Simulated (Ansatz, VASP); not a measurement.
Hf: VASP beside Ansatz

File INCAR:

```
PREC = Accurate ; ENCUT = 520
EDIFF = 1E-8 ; ISMEAR = -1
SIGMA = 0.05 ; LREAL = F
LASPH = T ; NELM = 100
ALGO = Normal ; ISIF = 2
LWAVE = F ; LCHARG = F
GGA = PS ; LEFG = T
NBANDS = 11
```

Contents of KPOINTS:

```
regular mesh
0
Gamma
  14 14 14
```

File POSCAR:

```
Hf
1.0
   -1.8411000000      1.8411000000      1.8050000000
    1.8411000000     -1.8411000000      1.8050000000
    1.8411000000      1.8411000000     -1.8050000000
Hf
1
Direct
    0.0000000000      0.0000000000      0.0000000000
```

Input for Ansatz:

```yaml
crystal:
  lattice:
    - [-1.8411, 1.8411, 1.805]
    - [1.8411, -1.8411, 1.805]
    - [1.8411, 1.8411, -1.805]
  atoms:
    - { symbol: Hf, position: [0.0, 0.0, 0.0] }
kpoints:
  mp_grid: { grid: [14, 14, 14] }
scf:
  occupations: { method: fermi_dirac, width: 0.05 }
hamiltonian:
  xc: pbesol
  pseudopotentials: { kind: paw }
output:
  forces: true
  stress: true
  eigenvalues: true
  efg: { contact_densities: true }
```

Change from the starting cell: equal xx and yy strain of +2 %, PAW files.

Alike in both runs: task electric field gradients; functional PBEsol; k mesh 14 × 14 × 14; occupations fermi-dirac, width 0.05 eV; no spin polarisation.

|  | VASP | Ansatz |
| --- | --- | --- |
| version | VASP 6.6.1 | Ansatz 0.2.0 |
| potentials or method | VASP PAW PBE potentials, release 64 (Hf_pv) | PAW with Ansatz's default frozen-core files, scalar-relativistic |
| plane-wave cutoff (eV) | 520 | 420 |
| valence electrons in the cell | 10 | 26 |

```tsv
	VASP	Ansatz	Ansatz less VASP
pressure (GPa)	-12.1	-11.8	+0.32
traceless stress, the component that is largest in VASP (GPa)	-0.77	-0.76	+0.019
size of Vzz on the site where it differs most (V/Å²)	1.5	1.9	+0.46
```

VASP's potentials were made for PBE, not for PBEsol. The functional is the same, so the differences come from potentials, cutoffs and numerics. VASP's potentials hold 10 valence electrons a cell and Ansatz's 26, so a difference there can come from the potentials and not from the codes.

Neither program's run includes spin-orbit coupling.
